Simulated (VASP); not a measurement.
Here is a VASP 6.6.1 calculation.

Contents of INCAR:

```
SYSTEM = HfO2
ALGO     = Normal         ! electronic algorithm
EDIFF    = 1E-6           ! SCF threshold, eV
ENCUT    = 520            ! plane-wave cutoff, eV
GGA      = PS             ! functional
ISIF     = 2              ! what is computed and relaxed
ISMEAR   = 0              ! smearing method
LASPH    = .True.         ! aspherical terms in the spheres
LCHARG   = .True.         ! write CHGCAR
LELF     = .True.         ! ELF
LREAL    = .False.        ! projectors in reciprocal space
LVHAR    = .True.       
LWAVE    = .False.        ! write WAVECAR
NBANDS   = 18             ! bands
NELM     = 80             ! most SCF steps
PREC     = Accurate       ! precision mode
SIGMA    = 0.05           ! smearing width, eV
```

KPOINTS

```
k-points
0
Gamma
  8 8 8
  0 0 0
```

Contents of POSCAR:

```
HfO2
1.0
    0.0000000000      2.5220673956      2.5220673956
    2.5220673956      0.0000000000      2.5220673956
    2.5220673956      2.5220673956      0.0000000000
Hf O
1 2
Direct
    0.0000000000      0.0000000000      0.0000000000
    0.2500000000      0.2500000000      0.2500000000
    0.7500000000      0.7500000000      0.7500000000
```

Potentials or basis: VASP PAW PBE potentials, release 64 (Hf_pv, O).

Launch:

```bash
$ cat potpaw_PBE.64/Hf_pv/POTCAR potpaw_PBE.64/O/POTCAR > POTCAR
$ mpirun -np 1 vasp_std > vasp.out
```

Question: Estimate the band gap on the k mesh.

Answer: 3.71 eV, direct.

Question: What does it give for the pressure?

Answer: -3.8 GPa.

Caveat: the PAW data sets were made with another functional, which shifts forces and pressure a little; spin-orbit coupling is left out, which moves the levels of the heavy elements. A k mesh can miss the band edges.
